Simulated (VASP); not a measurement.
# AlNi (Pm-3m) in VASP: further runs

The runs below take AlNi through single point, with PBE.

Everything below comes from runs of VASP 6.6.1. Logs are shortened: lines on timing, memory, paths and dates and some standing lists are left out, and cuts for length are marked.

### Step 1. The cell of the first run

Symmetry: Pm-3m, No. 221, cubic system. Conventional cell: a = 2.844 Å, b = 2.844 Å, c = 2.844 Å, α = 90.00°, β = 90.00°, γ = 90.00°. Al (site symmetry m-3m) has 8 Ni at 2.46 Å and 6 Al at 2.84 Å within 3.3 Å. Ni (site symmetry m-3m) has 8 Al at 2.46 Å and 6 Ni at 2.84 Å within 3.3 Å.

### Step 2. Single point, PBE

Contents of INCAR:

```
  ALGO = Normal
  EDIFF = 1E-6
  ENCUT = 520
  GGA = PE
  ISIF = 2
  ISMEAR = 0
  LASPH = True
  LCHARG = False
  LREAL = False
  LWAVE = False
  NBANDS = 14
  NELM = 80
  PREC = Accurate
  SIGMA = 0.15
```

Contents of KPOINTS:

```
k-points
0
Gamma
  16 16 16
```

Contents of POSCAR:

```
AlNi
1.0
    2.8444152934      0.0000000000      0.0000000000
    0.0000000000      2.8444152934      0.0000000000
    0.0000000000      0.0000000000      2.8444152934
Al Ni
1 1
Direct
    0.0000000000      0.0000000000      0.0000000000
    0.5000000000      0.5000000000      0.5000000000
```

Potentials or basis: VASP PAW PBE potentials, release 64 (Al, Ni).

The run is started by

```bash
cat potpaw_PBE.64/Al/POTCAR potpaw_PBE.64/Ni/POTCAR > POTCAR
mpirun -np 1 vasp_std > vasp.out
```

OUTCAR:

```text
EDIFF = 1E-6
   ENCUT = 520
   GGA = PE
   ISIF = 2
   ISMEAR = 0
   LASPH = True
   LREAL = False
   NELM = 80
   PREC = Accurate

 ion  position               nearest neighbor table
   1  0.000  0.000  0.000-   2 2.46   2 2.46   2 2.46   2 2.46   2 2.46   2 2.46   2 2.46   2 2.46

   2  0.500  0.500  0.500-   1 2.46   1 2.46   1 2.46   1 2.46   1 2.46   1 2.46   1 2.46   1 2.46

  LATTYP: Found a simple cubic cell.
 ALAT       =     2.8444152934

  Lattice vectors:

 A1 = (   2.8444152934,   0.0000000000,   0.0000000000)
 A2 = (   0.0000000000,   2.8444152934,   0.0000000000)
 A3 = (   0.0000000000,   0.0000000000,   2.8444152934)

Analysis of symmetry for initial positions (statically):
=====================================================================
 Subroutine PRICEL returns:
 Original cell was already a primitive cell.

 Routine SETGRP: Setting up the symmetry group for a
 simple cubic supercell.

 Subroutine GETGRP returns: Found 48 space group operations
 (whereof 48 operations were pure point group operations)
 out of a pool of 48 trial point group operations.

The static configuration has the point symmetry O_h .

Analysis of symmetry for dynamics (positions and initial velocities):
=====================================================================
 Subroutine PRICEL returns:
 Original cell was already a primitive cell.

 Routine SETGRP: Setting up the symmetry group for a
 simple cubic supercell.

 Subroutine GETGRP returns: Found 48 space group operations
 (whereof 48 operations were pure point group operations)
 out of a pool of 48 trial point group operations.

The dynamic configuration has the point symmetry O_h .

 Subroutine INISYM returns: Found 48 space group operations
 (whereof 48 operations are pure point group operations),
 and found     1 'primitive' translations

----------------------------------------------------------------------------------------

                                     Primitive cell

  volume of cell :      23.0133

  direct lattice vectors                    reciprocal lattice vectors
     2.844415293  0.000000000  0.000000000     0.351566103  0.000000000  0.000000000
     0.000000000  2.844415293  0.000000000     0.000000000  0.351566103  0.000000000
     0.000000000  0.000000000  2.844415293     0.000000000  0.000000000  0.351566103

  length of vectors
     2.844415293  2.844415293  2.844415293     0.351566103  0.351566103  0.351566103

  position of ions in fractional coordinates (direct lattice)
     0.000000000  0.000000000  0.000000000
     0.500000000  0.500000000  0.500000000

  ion indices of the primitive-cell ions
   primitive index   ion index
                 1           1
                 2           2

----------------------------------------------------------------------------------------

 KPOINTS: k-points

Automatic generation of k-mesh.
 Grid dimensions read from file:
 generate k-points for:   16   16   16

 Generating k-lattice:

  Cartesian coordinates                     Fractional coordinates (reciprocal lattice)
     0.021972881  0.000000000  0.000000000     0.062500000  0.000000000  0.000000000
     0.000000000  0.021972881  0.000000000     0.000000000  0.062500000  0.000000000
     0.000000000  0.000000000  0.021972881     0.000000000  0.000000000  0.062500000

  Length of vectors
     0.021972881  0.021972881  0.021972881

  Shift w.r.t. Gamma in fractional coordinates (k-lattice)
     0.000000000  0.000000000  0.000000000

 Subroutine IBZKPT returns following result:
 ===========================================

 Found    165 irreducible k-points:

 Following reciprocal coordinates:
            Coordinates               Weight
  0.000000  0.000000  0.000000      1.000000
  0.062500  0.000000  0.000000      6.000000
  0.125000  0.000000  0.000000      6.000000
  0.187500  0.000000  0.000000      6.000000
  0.250000  0.000000  0.000000      6.000000
  0.312500  0.000000  0.000000      6.000000
[... 16 lines left out ...]
  0.437500  0.125000  0.000000     24.000000
  0.500000  0.125000  0.000000     12.000000
 [... further k-points ...]
   k-points           NKPTS =    165   k-points in BZ     NKDIM =    165   number of bands    NBANDS=     14
   number of dos      NEDOS =    301   number of ions     NIONS =      2
   total plane-waves  NPLWV =  13824
   dimension x,y,z NGX =    24 NGY =   24 NGZ =   24
   dimension x,y,z NGXF=    48 NGYF=   48 NGZF=   48
   ions per type =               1   1
   NGX,Y,Z   is equivalent  to a cutoff of  14.03, 14.03, 14.03 a.u.
   NGXF,Y,Z  is equivalent  to a cutoff of  28.05, 28.05, 28.05 a.u.
 SYSTEM =  unknown system
   PREC   = accura    normal or accurate (medium, high low for compatibility)
   ISTART =      0    job   : 0-new  1-cont  2-samecut
   ICHARG =      2    charge: 1-file 2-atom 10-const
   ISPIN  =      1    spin polarized calculation?
   LNONCOLLINEAR =      F non collinear calculations
   LSORBIT =      F    spin-orbit coupling
   LASPH  =      T    aspherical Exc in radial PAW
   ENCUT  =  520.0 eV  38.22 Ry    6.18 a.u.   5.29  5.29  5.29*2*pi/ulx,y,z
   NELM   =     80;   NELMIN=  2; NELMDL= -5     # of ELM steps
   EDIFF  = 0.1E-05   stopping-criterion for ELM
   LREAL  =      F    real-space projection
[... 7 lines left out ...]
   TEBEG  =    0.0;   TEEND  =   0.0 temperature during run
   PSTRESS=    0.0 pullay stress
   NELECT =      13.0000    total number of electrons
   NUPDOWN=      -1.0000    fix difference up-down
   EMIN   =  10.00;   EMAX   =-10.00  energy-range for DOS
   EFERMI =   0.00;   METHOD = LEGACY
   ISMEAR =     0;   SIGMA  =   0.15  broadening in eV -4-tet -1-fermi 0-gaus
   EFERMI_NEDOS =   21; number of points for ismear=-14 and -15
   IALGO  =     38    algorithm
   IMIX   =      4    mixing-type and parameters
     AMIX     =   0.40;   BMIX     =  1.00
     AMIX_MAG =   1.60;   BMIX_MAG =  1.00
  volume/ion in A,a.u.               =      11.51        77.65
  Fermi-wavevector in a.u.,A,eV,Ry     =   1.353307  2.557379 24.918246  1.831439
  Thomas-Fermi vector in A             =   2.480573
   LORBIT       =      0    0 simple, 1 ext, 2 COOP (PROOUT), +10 PAW based schemes
   GGA     = PE    functional components
   LHFCALC =     F    Hartree Fock is set to
   AEXX    =    0.0000 exact exchange contribution
   IVDW    =     0    specifies the selected vdW correction
   LEPSILON=     F    determine dielectric tensor
   LRPA    =     F    only Hartree local field effects (RPA)
 non-spin polarized calculation
 Gauss-broadening in eV      SIGMA  =   0.15
  energy-cutoff  :      520.00
  volume of cell :       23.01
 maximum number of plane-waves:       634
 NGX is ok and might be reduce to    24
   NGX = 11   NGY = 11   NGZ = 11

 number of electron      13.0000001 magnetization

 Free energy of the ion-electron system (eV)
  ---------------------------------------------------
  ext. energy  EPLUGINS =         0.00000000
  ---------------------------------------------------
  free energy    TOTEN  =       -10.51120272 eV

  energy without entropy =      -10.50283704  energy(sigma->0) =      -10.50701988

 E-fermi :  10.5427     XC(G=0): -12.2337

 val. band max:       10.5335402694   @ k =   0.4375   0.4375   0.2500
 cond. band min:      10.5448536976   @ k =   0.3750   0.3125   0.1250
 fundamental gap:      0.0113134282
 Fermi energy:        10.5426551327

 k-point     1 :       0.0000    0.0000    0.0000
  band No.  band energies     occupation
      1      -0.8796      2.00000
      2       7.1283      2.00000
      3       7.1283      2.00000
      4       8.9214      2.00000
      5       8.9214      2.00000
      6       8.9214      2.00000
      7      16.2070      0.00000
      8      16.2070      0.00000
      9      16.2070      0.00000
     10      18.7918      0.00000
     11      18.7918      0.00000
     12      24.9845      0.00000
     13      31.9208      0.00000
     14      31.9208      0.00000

 k-point     2 :       0.0625    0.0000    0.0000
  band No.  band energies     occupation
      1      -0.8056      2.00000
      2       7.1238      2.00000
      3       7.1463      2.00000
      4       8.8883      2.00000
      5       8.8883      2.00000
      6       8.9249      2.00000
      7      15.3884      0.00000
      8      16.3050      0.00000
      9      16.3050      0.00000
     10      18.7939      0.00000
     11      19.5439      0.00000
     12      25.2340      0.00000
     13      31.0391      0.00000
     14      31.0391      0.00000

 k-point     3 :       0.1250    0.0000    0.0000
  band No.  band energies     occupation
      1      -0.5845      2.00000
      2       7.0961      2.00000
      3       7.1981      2.00000
      4       8.7968      2.00000
      5       8.7968      2.00000
      6       8.9350      2.00000
      7      13.9743      0.00000
      8      16.5914      0.00000
      9      16.5914      0.00000
     10      18.8001      0.00000
     11      20.7291      0.00000
     12      26.0203      0.00000
     13      29.5225      0.00000
     14      29.5225      0.00000

 k-point     4 :       0.1875    0.0000    0.0000
  band No.  band energies     occupation
      1      -0.2190      2.00000
      2       6.9986      2.00000
      3       7.2770      2.00000
      4       8.6666      2.00000
      5       8.6666      2.00000
      6       8.9501      2.00000
      7      12.5863      0.00000
      8      17.0476      0.00000
      9      17.0476      0.00000
     10      18.8100      0.00000
     11      21.7345      0.00000
     12      27.3609      0.00000
     13      27.9629      0.00000
     14      27.9629      0.00000

 k-point     5 :       0.2500    0.0000    0.0000
  band No.  band energies     occupation
      1       0.2863      2.00000
      2       6.7441      2.00000
      3       7.3722      2.00000
      4       8.5223      2.00000
      5       8.5223      2.00000
      6       8.9681      2.00000
      7      11.4172      0.00000
      8      17.6507      0.00000
      9      17.6507      0.00000
     10      18.8229      0.00000
     11      22.5427      0.00000
[... 276 lines left out ...]
 k-point    22 :       0.3750    0.1250    0.0000
  band No.  band energies     occupation
      1       1.9507      2.00000
      2       5.6204      2.00000
      3       7.5850      2.00000
      4       8.1914      2.00000
      5       8.3002      2.00000
      6       8.8935      2.00000
      7      10.2007      1.99873
      8      16.4826      0.00000
      9      19.5621      0.00000
     10      19.6266      0.00000
     11      22.4420      0.00000
     12      23.9543      0.00000
     13      25.5972      0.00000
     14      27.5690      0.00000

 k-point    23 :       0.4375    0.1250    0.0000
  band No.  band energies     occupation
      1       2.8029      2.00000
      2       4.7078      2.00000
      3       7.6640      2.00000
      4       8.1344      2.00000
      5       8.2309      2.00000
      6       8.9050      2.00000
      7       9.9425      2.00000
      8      17.1687      0.00000
      9      19.0552      0.00000
     10      20.4735      0.00000
     11      22.1438      0.00000
     12      22.7589      0.00000
     13      26.1517      0.00000
     14      27.0787      0.00000

 k-point    24 :       0.5000    0.1250    0.0000
  band No.  band energies     occupation
      1       3.6412      2.00000
      2       3.8382      2.00000
      3       7.6953      2.00000
      4       8.1105      2.00000
      5       8.2070      2.00000
      6       8.9090      2.00000
      7       9.8694      2.00000
      8      17.6090      0.00000
      9      18.6286      0.00000
     10      21.2074      0.00000
     11      21.9310      0.00000
     12      22.0766      0.00000
     13      26.3278      0.00000
     14      27.0067      0.00000

 [... further k-points ...]

------------------------ aborting loop because EDIFF is reached ----------------------------------------

  FORCE on cell =-STRESS in cart. coord.  units (eV):
  Direction    XX          YY          ZZ          XY          YZ          ZX
  --------------------------------------------------------------------------------------
  -------------------------------------------------------------------------------------
  Total        1.3018139      1.3018139      1.3018139      0.0000000      0.0000000     -0.0000000
  in kB       90.6317746     90.6317746     90.6317746      0.0000000      0.0000000     -0.0000000
  external PRESSURE =      90.6317746 kB  Pullay stress =       0.0000000 kB

 VOLUME and BASIS-vectors are now :
 -----------------------------------------------------------------------------
  energy-cutoff  :      520.00
  volume of cell :       23.01
      direct lattice vectors                 reciprocal lattice vectors
     2.844415293  0.000000000  0.000000000     0.351566103  0.000000000  0.000000000
     0.000000000  2.844415293  0.000000000     0.000000000  0.351566103  0.000000000
     0.000000000  0.000000000  2.844415293     0.000000000  0.000000000  0.351566103

 POSITION                                       TOTAL-FORCE (eV/Angst)
 -----------------------------------------------------------------------------------
      0.00000      0.00000      0.00000         0.000000      0.000000      0.000000
      1.42221      1.42221      1.42221         0.000000      0.000000      0.000000
 -----------------------------------------------------------------------------------
    total drift:                                0.000000      0.000000     -0.000000

  FREE ENERGIE OF THE ION-ELECTRON SYSTEM (eV)
  ---------------------------------------------------
  free  energy   TOTEN  =       -10.5112027163 eV

  energy  without entropy=      -10.5028370353  energy(sigma->0) =      -10.50701988
```

Run time: 14 s. Hardware: 1 thread of Intel Xeon 6975P-C (Granite Rapids), shared host; peak memory 0.17 GiB.

Results:

- Free energy: -10.5112 eV
- Pressure: 9.1 GPa

Spin polarisation is off, so any magnetic state and its effect on volume and gap are missing.

(Continued in part 2 of 2.)
